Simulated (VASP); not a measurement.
# AlNi3 (I4mm) in VASP: a series of runs, part 2 of 4

VASP 6.6.1.

### 3 Single point, PBEsol (atom 3 (Ni) moved +0.480 Å towards its neighbour atom 1 (Al) at 2.798 Å)

Input file INCAR:

```
SYSTEM = AlNi3
ALGO = Fast
EDIFF = 1E-7
ENCUT = 520
GGA = PS
ISIF = 2
ISMEAR = 0
LASPH = .True.
LCHARG = .False.
LREAL = .False.
LWAVE = .False.
NBANDS = 24
NELM = 80
PREC = Accurate
SIGMA = 0.15
```

Input file KPOINTS:

```
k-points
0
Gamma
  14 14 14
  0 0 0
```

Input file POSCAR:

```
AlNi3
1.0
    0.0000000000      2.7984078565      2.7984078565
    2.7984078565      0.0000000000      2.7984078565
    2.7984078565      2.7984078565      0.0000000000
Al Ni
1 3
Direct
    0.5000000000      0.5000000000      0.5000000000
    0.2500000000      0.2500000000      0.2500000000
   -0.0857630525     -0.0857630525      0.0857630525
    0.7500000000      0.7500000000      0.7500000000
```

Potentials or basis: VASP PAW PBE potentials, release 64 (Al, Ni).

Started as:

```bash
$ cat potpaw_PBE.64/Al/POTCAR potpaw_PBE.64/Ni/POTCAR > POTCAR
$ mpirun -np 1 vasp_std > vasp.out
```

OUTCAR:

```text
SYSTEM = AlNi3
   EDIFF = 1E-7
   ENCUT = 520
   GGA = PS
   ISIF = 2
   ISMEAR = 0
   LASPH = .True.
   LREAL = .False.
   NELM = 80
   PREC = Accurate

 ion  position               nearest neighbor table
   1  0.500  0.500  0.500-   3 2.32   2 2.42   2 2.42   2 2.42   2 2.42   4 2.42   4 2.42   4 2.42
                             4 2.42   3 2.84   3 2.84   3 2.84   3 2.84
   2  0.250  0.250  0.250-   3 2.18   3 2.18   1 2.42   1 2.42   1 2.42   1 2.42   3 2.73   3 2.73
                             4 2.80   4 2.80   4 2.80   4 2.80   4 2.80   4 2.80
   3  0.914  0.914  0.086-   4 2.18   4 2.18   2 2.18   2 2.18   1 2.32   4 2.73   2 2.73   4 2.73
                             2 2.73   1 2.84   1 2.84   1 2.84   1 2.84
   4  0.750  0.750  0.750-   3 2.18   3 2.18   1 2.42   1 2.42   1 2.42   1 2.42   3 2.73   3 2.73
                             2 2.80   2 2.80   2 2.80   2 2.80   2 2.80   2 2.80

  LATTYP: Found a face centered cubic cell.
 ALAT       =     5.5968157130

  Lattice vectors:

 A1 = (   0.0000000000,   2.7984078565,   2.7984078565)
 A2 = (   2.7984078565,   0.0000000000,   2.7984078565)
 A3 = (   2.7984078565,   2.7984078565,   0.0000000000)
[... 180 lines left out ...]

 E-fermi :   9.9255     XC(G=0): -12.9353

 val. band max:        9.9236386774   @ k =   0.1429  -0.4286   0.4286
 cond. band min:       9.9277594224   @ k =   0.0000   0.5000   0.5000
 fundamental gap:      0.0041207450
 Fermi energy:         9.9255404656

 k-point     1 :       0.0000    0.0000    0.0000
  band No.  band energies     occupation
      1      -0.3775      2.00000
      2       5.8870      2.00000
      3       6.0465      2.00000
      4       6.2567      2.00000
      5       6.2567      2.00000
      6       6.7204      2.00000
[... 637 lines left out ...]
     23      18.1341      0.00000
     24      21.3562      0.00000

 [... further k-points ...]

------------------------ aborting loop because EDIFF is reached ----------------------------------------

  FORCE on cell =-STRESS in cart. coord.  units (eV):
  Direction    XX          YY          ZZ          XY          YZ          ZX
  --------------------------------------------------------------------------------------
  -------------------------------------------------------------------------------------
  Total        4.5026344      4.5026344      2.7393533      0.0000000     -0.0000000      0.0000000
  in kB      164.5940915    164.5940915    100.1372362      0.0000000     -0.0000000      0.0000000
  external PRESSURE =     143.1084731 kB  Pullay stress =       0.0000000 kB

 VOLUME and BASIS-vectors are now :
 -----------------------------------------------------------------------------
  energy-cutoff  :      520.00
  volume of cell :       43.83
      direct lattice vectors                 reciprocal lattice vectors
     0.000000000  2.798407856  2.798407856    -0.178673026  0.178673026  0.178673026
     2.798407856  0.000000000  2.798407856     0.178673026 -0.178673026  0.178673026
     2.798407856  2.798407856  0.000000000     0.178673026  0.178673026 -0.178673026

 POSITION                                       TOTAL-FORCE (eV/Angst)
 -----------------------------------------------------------------------------------
      2.79841      2.79841      2.79841         0.000000      0.000000     -1.310394
      1.39920      1.39920      1.39920        -0.000000     -0.000000     -1.785936
      2.79841      2.79841      5.11682         0.000000      0.000000      4.882266
      4.19761      4.19761      4.19761         0.000000      0.000000     -1.785936
 -----------------------------------------------------------------------------------
    total drift:                               -0.000000     -0.000000      0.000568

  FREE ENERGIE OF THE ION-ELECTRON SYSTEM (eV)
  ---------------------------------------------------
  free  energy   TOTEN  =       -22.9621348556 eV

  energy  without entropy=      -22.9250216635  energy(sigma->0) =      -22.94357826
```

OSZICAR:

```text
N       E                     dE             d eps       ncg     rms          rms(c)
DAV:   1     0.179715306832E+03    0.17972E+03   -0.13732E+04 11712   0.173E+03
DAV:   2    -0.183603647100E+02   -0.19808E+03   -0.18633E+03 11720   0.319E+02
DAV:   3    -0.266655957106E+02   -0.83052E+01   -0.79683E+01 14168   0.901E+01
DAV:   4    -0.267807996762E+02   -0.11520E+00   -0.11515E+00 13896   0.930E+00
DAV:   5    -0.267847401004E+02   -0.39404E-02   -0.39403E-02 15376   0.158E+00    0.202E+01
RMM:   6    -0.264292968156E+02    0.35544E+00   -0.37134E+01 12757   0.719E+01    0.174E+01
RMM:   7    -0.230626048799E+02    0.33667E+01   -0.10598E+01 11962   0.410E+01    0.411E+00
RMM:   8    -0.230108518614E+02    0.51753E-01   -0.18221E-01 12943   0.388E+00    0.271E+00
RMM:   9    -0.229711581382E+02    0.39694E-01   -0.79505E-02 13108   0.306E+00    0.910E-01
RMM:  10    -0.229625677247E+02    0.85904E-02   -0.18064E-02 12834   0.119E+00    0.312E-01
RMM:  11    -0.229621725019E+02    0.39522E-03   -0.59448E-03 14261   0.716E-01    0.202E-01
RMM:  12    -0.229620847355E+02    0.87766E-04   -0.16135E-03 14626   0.375E-01    0.807E-02
RMM:  13    -0.229621570567E+02   -0.72321E-04   -0.55020E-04 16752   0.163E-01    0.689E-02
RMM:  14    -0.229621301390E+02    0.26918E-04   -0.10706E-04 13200   0.981E-02    0.107E-02
RMM:  15    -0.229621339598E+02   -0.38208E-05   -0.40862E-05 16516   0.400E-02    0.572E-03
RMM:  16    -0.229621347099E+02   -0.75013E-06   -0.76242E-06 15725   0.171E-02    0.437E-03
RMM:  17    -0.229621348286E+02   -0.11869E-06   -0.91841E-07 11829   0.568E-03    0.155E-03
RMM:  18    -0.229621348556E+02   -0.27017E-07   -0.10705E-07  7338   0.284E-03
   1 F= -.22962135E+02 E0= -.22943578E+02  d E =-.371132E-01
```

stdout:

```text
POSCAR found type information on POSCAR AlNi
 POSCAR found :  2 types and       4 ions
 scaLAPACK will be used
 -----------------------------------------------------------------------------
|                                                                             |
|                                                                             |
|     You enforced a specific xc type in the INCAR file but a different       |
|     I HOPE YOU KNOW WHAT YOU ARE DOING!                                     |
|                                                                             |
 -----------------------------------------------------------------------------

 LDA part: xc-table for (Slater+PW92), standard interpolation
 POSCAR, INCAR and KPOINTS ok, starting setup
 FFT: planning ... GRIDC
 FFT: planning ... GRID_SOFT
 FFT: planning ... GRID
 WAVECAR not read
 entering main loop
```

Run time: 2.5 min. Hardware: 1 thread of Intel Xeon 6975P-C (Granite Rapids), shared host; peak memory 0.33 GiB.

Results:

```
Free energy            : -22.9621 eV
Pressure               : 14.3 GPa
Largest force          : 4.882 eV/Å
Band gap on the k mesh : zero (an odd number of electrons rules out a gap without spin polarisation)
```

Forces in eV/Å, atoms in the order of the input:
```
Al   0.000  0.000 -1.310
Ni   0.000  0.000 -1.786
Ni   0.000  0.000  4.882
Ni   0.000  0.000 -1.786
```

Caveat: the cell differs from its parent crystal (atom 3 (Ni) moved +0.480 Å towards its neighbour atom 1 (Al) at 2.798 Å); the stress differs along the axes, from 10 to 16 GPa; the PAW data sets were made with another functional, which shifts forces and pressure a little. Spin polarisation is off, so any magnetic state and its effect on volume and gap are missing.

### 4 Single point, PBEsol (atom 3 (Ni) moved -0.360 Å towards its neighbour atom 1 (Al) at 2.798 Å)

Input file INCAR:

```
SYSTEM = AlNi3
PREC = Accurate ; ENCUT = 520
EDIFF = 1E-6 ; ISMEAR = 0
SIGMA = 0.15 ; LREAL = .FALSE.
LASPH = .TRUE. ; NELM = 100
ALGO = Fast ; ISIF = 2
LWAVE = .FALSE. ; LCHARG = .FALSE.
GGA = PS ; NBANDS = 24
```

Input file KPOINTS:

```
regular mesh
0
G
  14 14 14
  0 0 0
```

Changes to POSCAR since step 3:

```diff
@@ -10,3 +10,3 @@
     0.2500000000      0.2500000000      0.2500000000
-   -0.0857630525     -0.0857630525      0.0857630525
+    0.0643222894      0.0643222894     -0.0643222894
     0.7500000000      0.7500000000      0.7500000000
```

Started as:

```bash
$ cat potpaw_PBE.64/Al/POTCAR potpaw_PBE.64/Ni/POTCAR > POTCAR
$ mpirun -np 1 vasp_std > vasp.out
```

It took 2.4 min on 1 thread of Intel Xeon 6975P-C (Granite Rapids), shared host; peak memory 0.34 GiB.

The run converged. Its results:

```
Free energy            : -23.4679 eV
Pressure               : 7.9 GPa
Largest force          : 3.551 eV/Å
Band gap on the k mesh : zero (an odd number of electrons rules out a gap without spin polarisation)
```

Forces on the atoms (eV/Å):
```
Al   0.000  0.000  0.779
Ni   0.000  0.000  1.386
Ni   0.000  0.000 -3.551
Ni   0.000  0.000  1.386
```

Stress tensor (GPa, compression positive):
```
9.12 0.00 0.00
0.00 9.12 0.00
0.00 0.00 5.52
```

Levels at points of the mesh, in eV from the Fermi level:
| k point | band 12 | band 13 | band 14 | band 15 | band 16 | band 17 | band 18 | band 19 | band 20 | band 21 |
| --- | --- | --- | --- | --- | --- | --- | --- | --- | --- | --- |
| (0.00, 0.00, 0.00) | -1.06 | -0.85 | -0.62 | -0.60 | -0.46 | 4.90 | 4.90 | 5.14 | 5.99 | 6.19 |
| (0.50, 0.00, 0.00) | -1.69 | -0.94 | -0.78 | -0.50 | -0.35 | -0.11 | 4.05 | 4.14 | 4.88 | 4.91 |
| (0.50, 0.50, 0.00) | -1.19 | -1.11 | -0.89 | -0.81 | -0.81 | -0.65 | -0.54 | 0.07 | 4.27 | 4.75 |
| (0.00, 0.50, 0.50) | -1.16 | -0.93 | -0.66 | -0.27 | -0.24 | -0.24 | -0.21 | -0.07 | 4.02 | 4.54 |

Caveat: the cell differs from its parent crystal (atom 3 (Ni) moved -0.360 Å towards its neighbour atom 1 (Al) at 2.798 Å); the cell stands under pressure; the PAW data sets were made with another functional, which shifts forces and pressure a little. Spin polarisation is off, so any magnetic state and its effect on volume and gap are missing.

[end of part 2 of 4]
